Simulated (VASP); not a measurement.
# ZnS (P1) in VASP: single point with r2SCAN

Aim: the single point of ZnS with r2SCAN.

All numbers are computed with VASP 6.6.1; they aren't measurements. Logs are shortened: lines on timing, memory, paths and dates and some standing lists are left out, and cuts for length are marked.

## 1. The cell of the first run

The typed cell holds 8 atoms: a = 3.809 Å, b = 3.809 Å, c = 12.466 Å, α = 90.00°, β = 90.00°, γ = 120.00°.

## 2. Single point, r2SCAN (atom 5 (S) moved +0.300 Å along Cartesian [1 -1 0])

File POSCAR:

```
ZnS
1.0
    3.8087369152      0.0000000000      0.0000000000
   -1.9043684576      3.2984629249      0.0000000000
    0.0000000000      0.0000000000     12.4664651431
Zn S
4 4
Direct
    0.0000000000      0.0000000000      0.0001143924
    0.0000000000      0.0000000000      0.5001143924
    0.3333333333      0.6666666667      0.2500706174
    0.6666666667      0.3333333333      0.7500706174
    0.0235399686     -0.0643123901      0.1872361436
    0.0000000000      0.0000000000      0.6872361436
    0.3333333333      0.6666666667      0.4375788466
    0.6666666667      0.3333333333      0.9375788466
```

File INCAR.step1:

```
  PREC = Accurate
  ENCUT = 520
  ISMEAR = 0
  SIGMA = 0.05
  LREAL = False
  LASPH = True
  NELM = 80
  NBANDS = 46
  GGA = PE
  ALGO = Normal
  EDIFF = 1E-4
  LWAVE = True
  LCHARG = False
```

File INCAR.step2:

```
  PREC = Accurate
  ENCUT = 520
  EDIFF = 1E-6
  ISMEAR = 0
  SIGMA = 0.05
  LREAL = False
  LASPH = True
  NELM = 80
  ALGO = Normal
  ISIF = 2
  LWAVE = False
  LCHARG = False
  METAGGA = R2SCAN
  LMIXTAU = True
  NBANDS = 46
  ISTART = 1
```

File KPOINTS:

```
Automatic mesh
0
Gamma
  6 6 2
```

Potentials or basis: VASP PAW PBE potentials, release 64 (Zn, S).

Started as:

```bash
cat potpaw_PBE.64/Zn/POTCAR potpaw_PBE.64/S/POTCAR > POTCAR
cp INCAR.step1 INCAR
mpirun -np 1 vasp_std > vasp.out
cp INCAR.step2 INCAR
mpirun -np 1 vasp_std > vasp.out
```

OUTCAR:

```text
PREC = Accurate
   ENCUT = 520
   EDIFF = 1E-6
   ISMEAR = 0
   LREAL = False
   LASPH = True
   NELM = 80
   ISIF = 2
   METAGGA = R2SCAN
   ISTART = 1

 ion  position               nearest neighbor table
   1  0.000  0.000  0.000-   8 2.33   8 2.33   8 2.33   5 2.35
   2  0.000  0.000  0.500-   6 2.33   7 2.33   7 2.33   7 2.33
   3  0.333  0.667  0.250-   5 2.07   7 2.34   5 2.42   5 2.54
   4  0.667  0.333  0.750-   6 2.33   6 2.33   6 2.33   8 2.34
   5  0.024  0.936  0.187-   3 2.07   1 2.35   3 2.42   3 2.54
   6  0.000  0.000  0.687-   2 2.33   4 2.33   4 2.33   4 2.33
   7  0.333  0.667  0.438-   2 2.33   2 2.33   2 2.33   3 2.34
   8  0.667  0.333  0.938-   1 2.33   1 2.33   1 2.33   4 2.34

  LATTYP: Found a hexagonal cell.
 ALAT       =     3.8087369152
 C/A-ratio  =     3.2731231956

  Lattice vectors:

 A1 = (   3.8087369152,   0.0000000000,   0.0000000000)
 A2 = (  -1.9043684576,   3.2984629249,   0.0000000000)
 A3 = (   0.0000000000,   0.0000000000,  12.4664651431)

Analysis of symmetry for initial positions (statically):
=====================================================================
 Subroutine PRICEL returns:
 Original cell was already a primitive cell.

 Routine SETGRP: Setting up the symmetry group for a
 hexagonal supercell.

 Subroutine GETGRP returns: Found  1 space group operations
 (whereof  1 operations were pure point group operations)
 out of a pool of 24 trial point group operations.

The static configuration has the point symmetry C_1 .

Analysis of symmetry for dynamics (positions and initial velocities):
=====================================================================
 Subroutine PRICEL returns:
 Original cell was already a primitive cell.

 Routine SETGRP: Setting up the symmetry group for a
 hexagonal supercell.

 Subroutine GETGRP returns: Found  1 space group operations
 (whereof  1 operations were pure point group operations)
 out of a pool of 24 trial point group operations.

The dynamic configuration has the point symmetry C_1 .

 Subroutine INISYM returns: Found  1 space group operations
 (whereof  1 operations are pure point group operations),
 and found     1 'primitive' translations

----------------------------------------------------------------------------------------

                                     Primitive cell

  volume of cell :     156.6159

  direct lattice vectors                    reciprocal lattice vectors
     3.808736915  0.000000000  0.000000000     0.262554233  0.151585757  0.000000000
    -1.904368458  3.298462925  0.000000000     0.000000000  0.303171514  0.000000000
     0.000000000  0.000000000 12.466465143     0.000000000  0.000000000  0.080215200

  length of vectors
     3.808736915  3.808736915 12.466465143     0.303171514  0.303171514  0.080215200

  position of ions in fractional coordinates (direct lattice)
     0.000000000  0.000000000  0.000114392
     0.000000000  0.000000000  0.500114392
     0.333333333  0.666666667  0.250070617
     0.666666667  0.333333333  0.750070617
     0.023539969  0.935687610  0.187236144
     0.000000000  0.000000000  0.687236144
     0.333333333  0.666666667  0.437578847
     0.666666667  0.333333333  0.937578847

  ion indices of the primitive-cell ions
   primitive index   ion index
                 1           1
                 2           2
                 3           3
                 4           4
                 5           5
                 6           6
                 7           7
                 8           8

----------------------------------------------------------------------------------------

 KPOINTS: Automatic mesh

Automatic generation of k-mesh.
 Grid dimensions read from file:
 generate k-points for:    6    6    2

 Generating k-lattice:

  Cartesian coordinates                     Fractional coordinates (reciprocal lattice)
     0.043759039  0.025264293  0.000000000     0.166666667  0.000000000  0.000000000
     0.000000000  0.050528586  0.000000000     0.000000000  0.166666667  0.000000000
     0.000000000  0.000000000  0.040107600     0.000000000  0.000000000  0.500000000

  Length of vectors
     0.050528586  0.050528586  0.040107600

  Shift w.r.t. Gamma in fractional coordinates (k-lattice)
     0.000000000  0.000000000  0.000000000

 Subroutine IBZKPT returns following result:
 ===========================================

 Found     40 irreducible k-points:

 Following reciprocal coordinates:
            Coordinates               Weight
  0.000000  0.000000  0.000000      1.000000
  0.166667  0.000000  0.000000      2.000000
  0.000000  0.166667  0.000000      2.000000
 -0.166667  0.166667  0.000000      2.000000
  0.333333  0.000000  0.000000      2.000000
  0.000000  0.333333  0.000000      2.000000
[... 16 lines left out ...]
  0.000000  0.166667  0.500000      2.000000
 -0.166667  0.166667  0.500000      2.000000
 [... further k-points ...]
   k-points           NKPTS =     40   k-points in BZ     NKDIM =     40   number of bands    NBANDS=     46
   number of dos      NEDOS =    301   number of ions     NIONS =      8
   total plane-waves  NPLWV =  75264
   dimension x,y,z NGX =    28 NGY =   28 NGZ =   96
   dimension x,y,z NGXF=    56 NGYF=   56 NGZF=  192
   ions per type =               4   4
   NGX,Y,Z   is equivalent  to a cutoff of  12.22, 12.22, 12.80 a.u.
   NGXF,Y,Z  is equivalent  to a cutoff of  24.44, 24.44, 25.60 a.u.
 SYSTEM =  unknown system
   PREC   = accura    normal or accurate (medium, high low for compatibility)
   ISTART =      1    job   : 0-new  1-cont  2-samecut
   ICHARG =      0    charge: 1-file 2-atom 10-const
   ISPIN  =      1    spin polarized calculation?
   LNONCOLLINEAR =      F non collinear calculations
   LSORBIT =      F    spin-orbit coupling
   LASPH  =      T    aspherical Exc in radial PAW
   ENCUT  =  520.0 eV  38.22 Ry    6.18 a.u.   7.08  7.08 23.18*2*pi/ulx,y,z
   NELM   =     80;   NELMIN=  2; NELMDL=  0     # of ELM steps
   EDIFF  = 0.1E-05   stopping-criterion for ELM
   LREAL  =      F    real-space projection
   EDIFFG = 0.1E-04   stopping-criterion for IOM
   NSW    =      0    number of steps for IOM
   IBRION =     -1    ionic relax: 0-MD 1-quasi-New 2-CG
   NFREE  =      0    steps in history (QN), initial steepest desc. (CG)
   ISIF   =      2    stress and relaxation
   ISYM   =      2    0-nonsym 1-usesym 2-fastsym
   POTIM  = 0.5000    time-step for ionic-motion
   TEBEG  =    0.0;   TEEND  =   0.0 temperature during run
   PSTRESS=    0.0 pullay stress
   NELECT =      72.0000    total number of electrons
   NUPDOWN=      -1.0000    fix difference up-down
   EMIN   =  10.00;   EMAX   =-10.00  energy-range for DOS
   EFERMI =   0.00;   METHOD = LEGACY
   ISMEAR =     0;   SIGMA  =   0.05  broadening in eV -4-tet -1-fermi 0-gaus
   EFERMI_NEDOS =   21; number of points for ismear=-14 and -15
   IALGO  =     38    algorithm
   IMIX   =      4    mixing-type and parameters
     AMIX     =   0.40;   BMIX     =  1.00
     AMIX_MAG =   1.60;   BMIX_MAG =  1.00
  volume/ion in A,a.u.               =      19.58       132.11
  Fermi-wavevector in a.u.,A,eV,Ry     =   1.263495  2.387660 21.720624  1.596421
  Thomas-Fermi vector in A             =   2.396849
   LORBIT       =      0    0 simple, 1 ext, 2 COOP (PROOUT), +10 PAW based schemes
   METAGGA = R2SCAN    functional components
   LHFCALC =     F    Hartree Fock is set to
   AEXX    =    0.0000 exact exchange contribution
   IVDW    =     0    specifies the selected vdW correction
   LEPSILON=     F    determine dielectric tensor
   LRPA    =     F    only Hartree local field effects (RPA)
 non-spin polarized calculation
 Gauss-broadening in eV      SIGMA  =   0.05
  energy-cutoff  :      520.00
  volume of cell :      156.62
 maximum number of plane-waves:      4251
   NGX = 15   NGY = 15   NGZ = 47

 number of electron      71.9999977 magnetization

 Free energy of the ion-electron system (eV)
  ---------------------------------------------------
  ext. energy  EPLUGINS =         0.00000000
  ---------------------------------------------------
  free energy    TOTEN  =       -75.05818527 eV

  energy without entropy =      -75.05818527  energy(sigma->0) =      -75.05818527

 E-fermi :   2.1983     XC(G=0): -10.3161

 val. band max:        1.9905270289   @ k =   0.0000   0.0000   0.0000
 cond. band min:       4.6537335551   @ k =   0.0000   0.0000   0.0000
 fundamental gap:      2.6632065263
 Fermi energy:         2.1983076266

 k-point     1 :       0.0000    0.0000    0.0000
  band No.  band energies     occupation
      1     -11.8589      2.00000
      2     -11.4414      2.00000
      3     -11.3963      2.00000
      4     -10.8958      2.00000
      5      -4.9440      2.00000
      6      -4.7086      2.00000
[... 38 lines left out ...]
     45       9.1214      0.00000
     46       9.3062      0.00000

 k-point     2 :       0.1667    0.0000    0.0000
  band No.  band energies     occupation
      1     -11.6727      2.00000
      2     -11.2895      2.00000
      3     -11.2418      2.00000
      4     -10.7940      2.00000
      5      -4.9250      2.00000
      6      -4.6891      2.00000
[... 38 lines left out ...]
     45       9.1684      0.00000
     46       9.3254      0.00000

 k-point     3 :       0.0000    0.1667    0.0000
  band No.  band energies     occupation
      1     -11.6753      2.00000
      2     -11.2932      2.00000
      3     -11.2414      2.00000
      4     -10.7950      2.00000
      5      -4.9225      2.00000
      6      -4.7084      2.00000
[... 38 lines left out ...]
     45       9.1570      0.00000
     46       9.2684      0.00000

 k-point     4 :      -0.1667    0.1667    0.0000
  band No.  band energies     occupation
      1     -11.6689      2.00000
      2     -11.2853      2.00000
      3     -11.2413      2.00000
      4     -10.7929      2.00000
      5      -4.9269      2.00000
      6      -4.6856      2.00000
[... 920 lines left out ...]
     45       9.3532      0.00000
     46       9.4434      0.00000

 k-point    23 :       0.0000    0.1667    0.5000
  band No.  band energies     occupation
      1     -11.5840      2.00000
      2     -11.5381      2.00000
      3     -10.9610      2.00000
      4     -10.9224      2.00000
      5      -4.9217      2.00000
      6      -4.7084      2.00000
[... 38 lines left out ...]
     45       9.3588      0.00000
     46       9.4683      0.00000

 k-point    24 :      -0.1667    0.1667    0.5000
  band No.  band energies     occupation
      1     -11.5731      2.00000
      2     -11.5379      2.00000
      3     -10.9559      2.00000
      4     -10.9220      2.00000
      5      -4.9266      2.00000
      6      -4.6909      2.00000
[... 38 lines left out ...]
     45       9.2711      0.00000
     46       9.5086      0.00000

 [... further k-points ...]
[... 5 lines left out ...]
  --------------------------------------------------------------------------------------
  -------------------------------------------------------------------------------------
  Total        2.5841460      0.0435867      0.4765278     -1.6836703     -0.8741934      1.6979268
  in kB       26.4357549      0.4458909      4.8748682    -17.2239089     -8.9429783     17.3697532
  external PRESSURE =      10.5855047 kB  Pullay stress =       0.0000000 kB

 VOLUME and BASIS-vectors are now :
 -----------------------------------------------------------------------------
  energy-cutoff  :      520.00
  volume of cell :      156.62
      direct lattice vectors                 reciprocal lattice vectors
     3.808736915  0.000000000  0.000000000     0.262554233  0.151585757  0.000000000
    -1.904368458  3.298462925  0.000000000     0.000000000  0.303171514  0.000000000
     0.000000000  0.000000000 12.466465143     0.000000000  0.000000000  0.080215200

 POSITION                                       TOTAL-FORCE (eV/Angst)
 -----------------------------------------------------------------------------------
      0.00000      0.00000      0.00143         0.060230     -0.045199      0.066534
      0.00000      0.00000      6.23466        -0.000651     -0.003028     -0.009777
     -0.00000      2.19898      3.11750         2.388954     -1.424057      0.706638
      1.90437      1.09949      9.35073         0.007761     -0.010822     -0.008471
     -1.69224      3.08633      2.33417        -2.617191      1.633893     -0.782839
      0.00000      0.00000      8.56741         0.002241     -0.003081      0.004790
     -0.00000      2.19898      5.45506         0.084559     -0.063659      0.021237
      1.90437      1.09949     11.68829         0.074097     -0.084048      0.001888
 -----------------------------------------------------------------------------------
    total drift:                                0.016612     -0.007085     -0.056215

  FREE ENERGIE OF THE ION-ELECTRON SYSTEM (eV)
  ---------------------------------------------------
  free  energy   TOTEN  =       -75.0581852727 eV

  energy  without entropy=      -75.0581852726  energy(sigma->0) =      -75.05818527
```

It took 21 min on 1 thread of Oxide Virtual Turin-like, shared host; peak memory 0.39 GiB.

Results:

```
Free energy            : -75.0582 eV
Pressure               : 1.1 GPa
Largest force          : 3.183 eV/Å
Band gap on the k mesh : 2.66 eV
```

Forces on the atoms (eV/Å):
```
Zn   0.060 -0.045  0.067
Zn  -0.001 -0.003 -0.010
Zn   2.389 -1.424  0.707
Zn   0.008 -0.011 -0.008
S   -2.617  1.634 -0.783
S    0.002 -0.003  0.005
S    0.085 -0.064  0.021
S    0.074 -0.084  0.002
```

Stress tensor (GPa, compression positive):
```
 2.64 -1.72  1.74
-1.72  0.04 -0.89
 1.74 -0.89  0.49
```

Levels at points of the mesh, in eV from the valence-band top:
```csv
k point,band 34,band 35,band 36,band 37,band 38,band 39
"(0.00, 0.00, 0.00)",-0.14,-0.08,0.00,2.66,3.66,3.87
"(0.50, 0.00, 0.00)",-1.58,-1.21,-0.88,3.60,3.65,4.03
"(0.00, 0.50, 0.00)",-1.61,-1.18,-0.93,3.59,3.62,4.00
"(0.50, 0.50, 0.00)",-1.62,-1.32,-0.97,3.60,3.77,4.23
"(0.00, 0.00, 0.50)",-0.26,-0.22,-0.04,3.48,3.48,3.76
"(0.50, 0.00, 0.50)",-1.60,-1.22,-1.04,3.91,3.96,4.29
"(0.00, 0.50, 0.50)",-1.50,-1.22,-1.12,3.82,3.95,4.26
"(0.50, 0.50, 0.50)",-1.47,-1.23,-1.18,3.94,4.14,4.39
```

Caveat: the cell differs from its parent crystal (atom 5 (S) moved +0.300 Å along Cartesian [1 -1 0]); the PAW data sets were made with another functional, which shifts forces and pressure a little.
